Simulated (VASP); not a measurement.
# AlN (P1) in VASP: notebook, part 2 of 2

VASP 6.6.1. The steps go on from the part before.

### Step 3. Single point, PBE

This run uses another cell than the first one, of the same volume but with other edges.

INCAR reads:

```
ALGO = Normal
EDIFF = 1E-7
ENCUT = 520
GGA = PE
ISIF = 2
ISMEAR = 0
LASPH = True
LCHARG = False
LREAL = Auto
LWAVE = False
NBANDS = 46
NELM = 80
PREC = Accurate
SIGMA = 0.05
```

KPOINTS reads:

```
k-points
0
Gamma
  4 8 3
```

POSCAR reads:

```
AlN
1.0
   -1.5651197814     -2.7108669814      5.0179796556
    1.5651197814     -2.7108669814      0.0000000000
    7.1995509947      1.6265201888      7.0251715178
Al N
8 8
Direct
    0.6287169997      0.9991356412      0.0981155127
    0.5787169997      0.4991356413      0.8481155127
    0.2787169997      0.4991356412      0.3481155127
   -0.0712830003      0.9991356413      0.5981155127
    0.8370503330      0.2491356413      0.3064488460
    0.1870503330      0.7491356413      0.0564488460
    0.4870503330      0.7491356413      0.5564488460
    0.1370503330      0.2491356413      0.8064488460
    0.8767196670      0.8083643587      0.1935011540
   -0.1732803330      0.3083643587      0.9435011540
    0.5267196670      0.3083643587      0.4435011540
    0.1767196670      0.8083643587      0.6935011540
    0.0850530003      0.0583643588      0.4018344873
    0.4350530003      0.5583643588      0.1518344873
    0.7350530003      0.5583643587      0.6518344873
    0.3850530003      0.0583643587      0.9018344873
```

Potentials or basis: VASP PAW PBE potentials, release 64 (Al, N).

On the command line:

```bash
$ cat potpaw_PBE.64/Al/POTCAR potpaw_PBE.64/N/POTCAR > POTCAR
$ mpirun -np 1 vasp_std > vasp.out
```

OUTCAR:

```text
EDIFF = 1E-7
   ENCUT = 520
   GGA = PE
   ISIF = 2
   ISMEAR = 0
   LASPH = True
   LREAL = Auto
   NELM = 80
   PREC = Accurate

 ion  position               nearest neighbor table
   1  0.629  0.999  0.098-  10 1.88  14 1.90  14 1.90   9 1.91   2 2.75   5 3.09   5 3.09   6 3.09
                             6 3.09   6 3.09   3 3.13   3 3.13
   2  0.579  0.499  0.848-  16 1.90  15 1.90  16 1.90  10 1.91   6 2.65   1 2.75   8 3.09   8 3.09
                             8 3.09   7 3.09   4 3.13   4 3.13
   3  0.279  0.499  0.348-  13 1.90  14 1.90  13 1.90  11 1.91   7 3.09   7 3.09   5 3.09   5 3.09
                             5 3.09   6 3.09   4 3.13   1 3.13   1 3.13   4 3.13
   4  0.929  0.999  0.598-  15 1.90  13 1.90  15 1.90  12 1.91   8 3.09   8 3.09   7 3.09   7 3.09
                             7 3.09   5 3.09   3 3.13   2 3.13   2 3.13   3 3.13
   5  0.837  0.249  0.306-   9 1.90   9 1.90  11 1.90  13 1.91   1 3.09   1 3.09   3 3.09   3 3.09
                             3 3.09   4 3.09   6 3.13   7 3.13   7 3.13   6 3.13
   6  0.187  0.749  0.056-  16 1.88   9 1.90  14 1.91   2 2.65   8 2.75   1 3.09   1 3.09   1 3.09
                             3 3.09   5 3.13   5 3.13
   7  0.487  0.749  0.556-  11 1.90  11 1.90  12 1.90  15 1.91   3 3.09   3 3.09   4 3.09   4 3.09
                             4 3.09   2 3.09   5 3.13   8 3.13   8 3.13   5 3.13
   8  0.137  0.249  0.806-  12 1.90  12 1.90  10 1.90  16 1.91   6 2.75   4 3.09   4 3.09   2 3.09
                             2 3.09   2 3.09   7 3.13   7 3.13
   9  0.877  0.808  0.194-   5 1.90   5 1.90   6 1.90   1 1.91
  10  0.827  0.308  0.944-   1 1.88   8 1.90   2 1.91
  11  0.527  0.308  0.444-   7 1.90   7 1.90   5 1.90   3 1.91
  12  0.177  0.808  0.694-   8 1.90   8 1.90   7 1.90   4 1.91
  13  0.085  0.058  0.402-   3 1.90   4 1.90   3 1.90   5 1.91
  14  0.435  0.558  0.152-   1 1.90   3 1.90   1 1.90   6 1.91
  15  0.735  0.558  0.652-   4 1.90   2 1.90   4 1.90   7 1.91
  16  0.385  0.058  0.902-   6 1.88   2 1.90   2 1.90   8 1.91

  LATTYP: Found a triclinic cell.
 ALAT       =     3.1302395629
 B/A-ratio  =     2.3600465287
 C/A-ratio  =     3.4016424178
 COS(alpha) =     0.0159351394
 COS(beta)  =     0.3527707656
 COS(gamma) =     0.6355806895

  Lattice vectors:

 A1 = (  -1.5651197814,   2.7108669814,   0.0000000000)
 A2 = (  -0.0000000000,   5.4217339628,  -5.0179796556)
 A3 = ( -10.3297905575,  -1.6265201888,  -2.0071918622)

Analysis of symmetry for initial positions (statically):
=====================================================================
 Subroutine PRICEL returns:
 Original cell was already a primitive cell.

 Routine SETGRP: Setting up the symmetry group for a
 triclinic supercell.

 Subroutine GETGRP returns: Found  1 space group operations
 (whereof  1 operations were pure point group operations)
 out of a pool of  2 trial point group operations.

The static configuration has the point symmetry C_1 .

Analysis of symmetry for dynamics (positions and initial velocities):
=====================================================================
 Subroutine PRICEL returns:
 Original cell was already a primitive cell.

 Routine SETGRP: Setting up the symmetry group for a
 triclinic supercell.

 Subroutine GETGRP returns: Found  1 space group operations
 (whereof  1 operations were pure point group operations)
 out of a pool of  2 trial point group operations.

The dynamic configuration has the point symmetry C_1 .

 Subroutine INISYM returns: Found  1 space group operations
 (whereof  1 operations are pure point group operations),
 and found     1 'primitive' translations

----------------------------------------------------------------------------------------
[... 108 lines left out ...]
   ions per type =               8   8
   NGX,Y,Z   is equivalent  to a cutoff of  13.49, 12.75, 13.05 a.u.
   NGXF,Y,Z  is equivalent  to a cutoff of  26.98, 25.49, 26.10 a.u.
 SYSTEM =  unknown system
   PREC   = accura    normal or accurate (medium, high low for compatibility)
   ISTART =      0    job   : 0-new  1-cont  2-samecut
   ICHARG =      2    charge: 1-file 2-atom 10-const
   ISPIN  =      1    spin polarized calculation?
   LNONCOLLINEAR =      F non collinear calculations
   LSORBIT =      F    spin-orbit coupling
   LASPH  =      T    aspherical Exc in radial PAW
   ENCUT  =  520.0 eV  38.22 Ry    6.18 a.u.  11.00  5.82 18.95*2*pi/ulx,y,z
   NELM   =     80;   NELMIN=  2; NELMDL= -5     # of ELM steps
   EDIFF  = 0.1E-06   stopping-criterion for ELM
   LREAL  =      T    real-space projection
   EDIFFG = 0.1E-05   stopping-criterion for IOM
   NSW    =      0    number of steps for IOM
   IBRION =     -1    ionic relax: 0-MD 1-quasi-New 2-CG
   NFREE  =      0    steps in history (QN), initial steepest desc. (CG)
   ISIF   =      2    stress and relaxation
   ISYM   =      2    0-nonsym 1-usesym 2-fastsym
   POTIM  = 0.5000    time-step for ionic-motion
   TEBEG  =    0.0;   TEEND  =   0.0 temperature during run
   PSTRESS=    0.0 pullay stress
   NELECT =      64.0000    total number of electrons
   NUPDOWN=      -1.0000    fix difference up-down
   EMIN   =  10.00;   EMAX   =-10.00  energy-range for DOS
   EFERMI =   0.00;   METHOD = LEGACY
   ISMEAR =     0;   SIGMA  =   0.05  broadening in eV -4-tet -1-fermi 0-gaus
   EFERMI_NEDOS =   21; number of points for ismear=-14 and -15
   IALGO  =     38    algorithm
   IMIX   =      4    mixing-type and parameters
     AMIX     =   0.40;   BMIX     =  1.00
     AMIX_MAG =   1.60;   BMIX_MAG =  1.00
  volume/ion in A,a.u.               =      10.65        71.84
  Fermi-wavevector in a.u.,A,eV,Ry     =   1.181345  2.232418 18.987951  1.395575
  Thomas-Fermi vector in A             =   2.317620
   LORBIT       =      0    0 simple, 1 ext, 2 COOP (PROOUT), +10 PAW based schemes
   GGA     = PE    functional components
   LHFCALC =     F    Hartree Fock is set to
   AEXX    =    0.0000 exact exchange contribution
   IVDW    =     0    specifies the selected vdW correction
   LEPSILON=     F    determine dielectric tensor
   LRPA    =     F    only Hartree local field effects (RPA)
 non-spin polarized calculation
 Gauss-broadening in eV      SIGMA  =   0.05
  energy-cutoff  :      520.00
  volume of cell :      170.32
 maximum number of plane-waves:      4604
 NGX is ok and might be reduce to    48

 number of electron      64.0000001 magnetization

 Free energy of the ion-electron system (eV)
  ---------------------------------------------------
  ext. energy  EPLUGINS =         0.00000000
  ---------------------------------------------------
  free energy    TOTEN  =      -115.39619558 eV

  energy without entropy =     -115.39619558  energy(sigma->0) =     -115.39619558

 E-fermi :   8.1795     XC(G=0): -10.8570

 val. band max:        7.9499013710   @ k =   0.5000  -0.0000   0.3333
 cond. band min:       8.5346362399   @ k =   0.0000   0.0000   0.0000
 fundamental gap:      0.5847348689
 Fermi energy:         8.1795478965

 k-point     1 :       0.0000    0.0000    0.0000
  band No.  band energies     occupation
      1      -9.3744      2.00000
      2      -8.5396      2.00000
      3      -8.1793      2.00000
      4      -7.1444      2.00000
      5      -7.0347      2.00000
      6      -6.9296      2.00000
[... 1117 lines left out ...]
     43      14.4941      0.00000
     44      14.9710      0.00000

 [... further k-points ...]

 [bands above 44 left out]

------------------------ aborting loop because EDIFF is reached ----------------------------------------

  FORCE on cell =-STRESS in cart. coord.  units (eV):
  Direction    XX          YY          ZZ          XY          YZ          ZX
  --------------------------------------------------------------------------------------
  -------------------------------------------------------------------------------------
  Total        1.2756522      0.4181686      0.3053955      1.0245742      5.5291473      2.8436712
  in kB       11.9996394      3.9335745      2.8727542      9.6378316     52.0108639     26.7494767
  external PRESSURE =       6.2686560 kB  Pullay stress =       0.0000000 kB

 VOLUME and BASIS-vectors are now :
 -----------------------------------------------------------------------------
  energy-cutoff  :      520.00
  volume of cell :      170.32
      direct lattice vectors                 reciprocal lattice vectors
    -1.565119781 -2.710866981  5.017979656    -0.111812528 -0.064554993  0.129534204
     1.565119781 -2.710866981  0.000000000     0.159732183 -0.276664257 -0.099641695
     7.199550995  1.626520189  7.025171518     0.079866092  0.046110710  0.049820848

 POSITION                                       TOTAL-FORCE (eV/Angst)
 -----------------------------------------------------------------------------------
      1.28614     -4.25331      3.84417        -1.610111     -0.849429      1.001863
      5.98150     -1.54244      8.86215        -1.934554     -1.137417      1.867186
      2.85126     -1.54244      3.84417         0.124849      0.116994     -0.068965
      4.41638     -4.25331      8.86215         0.099969      0.055608      0.178513
      1.28614     -2.44606      6.35316         0.114456      0.040274      0.276568
      1.28614     -2.44606      1.33518         1.908192      0.361980      0.370428
[... 8 lines left out ...]
      4.41638     -2.44606      8.26773         0.140517      0.072822     -0.362802
      5.98150      0.26481      8.26773         1.008392      0.104470     -1.284216
 -----------------------------------------------------------------------------------
    total drift:                                0.008390     -0.001916      0.009997

  FREE ENERGIE OF THE ION-ELECTRON SYSTEM (eV)
  ---------------------------------------------------
  free  energy   TOTEN  =      -115.3961955779 eV

  energy  without entropy=     -115.3961955779  energy(sigma->0) =     -115.39619558
```

It took 13 min on 1 thread of Oxide Virtual Turin-like, shared host; peak memory 0.39 GiB.

Results:

| Item | Value |
| --- | --- |
| Free energy | -115.3962 eV |
| Pressure | 0.6 GPa |
| Largest force | 2.919 eV/Å |
| Band gap on the k mesh | 0.58 eV, indirect (least direct gap 0.64 eV) |

Forces in eV/Å, atoms in the order of the input:
```
Al  -1.610 -0.849  1.002
Al  -1.935 -1.137  1.867
Al   0.125  0.117 -0.069
Al   0.100  0.056  0.179
Al   0.114  0.040  0.277
Al   1.908  0.362  0.370
Al   0.018  0.012 -0.055
Al   0.900  0.243 -1.998
N   -0.291  0.482  0.895
N   -1.346 -0.360 -0.476
N   -0.172 -0.086 -0.058
N   -0.463 -0.198  0.333
N    0.059  0.053  0.042
N    1.441  1.088 -0.661
N    0.141  0.073 -0.363
N    1.008  0.104 -1.284
```

Levels at points of the mesh, in eV from the valence-band top:
```csv
k point,band 30,band 31,band 32,band 33,band 34,band 35
"(0.00, 0.00, 0.00)",-1.96,-1.43,-0.06,0.58,2.54,3.19
"(0.50, 0.00, 0.00)",-2.29,-1.72,0.00,1.55,3.08,3.62
"(0.00, 0.50, 0.00)",-2.54,-2.08,-1.61,1.11,2.84,3.45
"(0.50, 0.50, 0.00)",-2.63,-1.96,-1.62,1.00,2.63,3.36
```

Caveat: forces of over 1 eV/Å act on the atoms, so gaps and moduli don't describe the material at rest. A k mesh can miss the band edges.

### Step 4. Single point, PBE

This run uses another cell than the first one, of the same volume but with other edges.

INCAR reads:

```
  PREC = Accurate
  ENCUT = 520
  EDIFF = 1E-6
  ISMEAR = 0
  SIGMA = 0.05
  LREAL = Auto
  LASPH = T
  NELM = 60
  ALGO = Normal
  ISIF = 2
  LWAVE = F
  LCHARG = F
  GGA = PE
  NBANDS = 46
```

KPOINTS reads:

```
regular mesh
0
Gamma
  4 8 3
```

POSCAR reads:

```
AlN
1.0
   -1.5651197814     -2.7108669814      5.0179796556
    1.5651197814     -2.7108669814      0.0000000000
    6.8865270384      1.0843467925      8.0287674490
Al N
8 8
Direct
    0.6090938972      0.9991356412      0.0981155127
    0.4090938972      0.4991356413      0.8481155127
    0.2090938972      0.4991356413      0.3481155127
   -0.1909061028      0.9991356413      0.5981155127
    0.7757605638      0.2491356413      0.3064488460
    0.1757605638      0.7491356413      0.0564488460
    0.3757605638      0.7491356413      0.5564488460
   -0.0242394362      0.2491356413      0.8064488460
    0.8380194362      0.8083643587      0.1935011540
   -0.3619805638      0.3083643587      0.9435011540
    0.4380194362      0.3083643587      0.4435011540
    0.0380194362      0.8083643587      0.6935011540
    0.0046861028      0.0583643588      0.4018344873
    0.4046861028      0.5583643588      0.1518344873
    0.6046861028      0.5583643588      0.6518344873
    0.2046861028      0.0583643588      0.9018344873
```

On the command line:

```bash
$ cat potpaw_PBE.64/Al/POTCAR potpaw_PBE.64/N/POTCAR > POTCAR
$ mpirun -np 1 vasp_std > vasp.out
```

It took 17 min on 1 thread of Oxide Virtual Turin-like, shared host; peak memory 0.38 GiB.

Results (log left out):

```yaml
Free_energy: -113.5906 eV
Pressure: 8.2 GPa
Largest_force: 7.999 eV/Å
Band_gap_on_the_k_mesh: 0.06 eV, indirect (least direct gap 0.07 eV)
```

Forces in eV/Å, atoms in the order of the input:
```
Al   1.831  2.620  0.984
Al  -5.143 -1.224  1.053
Al  -0.098 -0.181 -0.080
Al   0.096  0.036  0.100
Al   0.402  0.182  0.347
Al   5.294  2.848  5.277
Al  -0.025 -0.016 -0.062
Al   1.141  0.593 -1.577
N   -0.986 -0.074 -0.240
N   -5.256 -3.154 -4.097
N   -0.190 -0.048  0.098
N   -0.557 -0.215  0.563
N    0.349  0.145 -0.163
N    4.269  0.762  0.409
N    0.230  0.063 -0.260
N   -1.358 -2.339 -2.352
```

Stress tensor (GPa, compression positive):
```
17.69  4.40  8.27
 4.40  7.49  6.19
 8.27  6.19 -0.66
```

Levels at points of the mesh, in eV from the valence-band top:
```tsv
k point	band 29	band 30	band 31	band 32	band 33	band 34	band 35	band 36
(0.00, 0.00, 0.00)	-2.56	-2.42	-1.66	-0.01	0.06	2.50	2.63	3.43
(0.50, 0.00, 0.00)	-2.79	-2.69	-1.75	0.00	0.80	3.31	3.51	3.78
(0.00, 0.50, 0.00)	-3.35	-2.97	-2.45	-1.04	0.53	2.91	3.56	3.67
(0.50, 0.50, 0.00)	-3.23	-2.99	-2.73	-0.97	0.49	2.88	3.43	3.67
```

Caveat: forces of over 1 eV/Å act on the atoms, so gaps and moduli don't describe the material at rest.

### Step 5. Summary

```tsv
cell	gap on the mesh (eV)	pressure (GPa)	largest force (eV/Å)
a = 5.914, b = 3.130, c = 9.869 Å, angles 79.0, 77.6, 74.7°, 16 atoms	1.98	-1.8	2.65
a = 5.914, b = 3.130, c = 10.190 Å, angles 77.6, 71.0, 74.7°, 16 atoms	0.58	0.6	2.92
a = 5.914, b = 3.130, c = 10.633 Å, angles 76.4, 65.0, 74.7°, 16 atoms	0.06	8.2	8.00
```

Alike in all rows: task single point; level PBE; potentials or basis VASP PAW PBE potentials, release 64 (Al, N); no spin polarisation; k mesh 4 × 8 × 3; cutoff (eV) 520; smearing gaussian 0.05 eV.

Caveats: forces of over 1 eV/Å act on the atoms, so gaps and moduli don't describe the material at rest.

Total energies depend on the potentials used, so only differences within one code and one set of settings carry meaning.
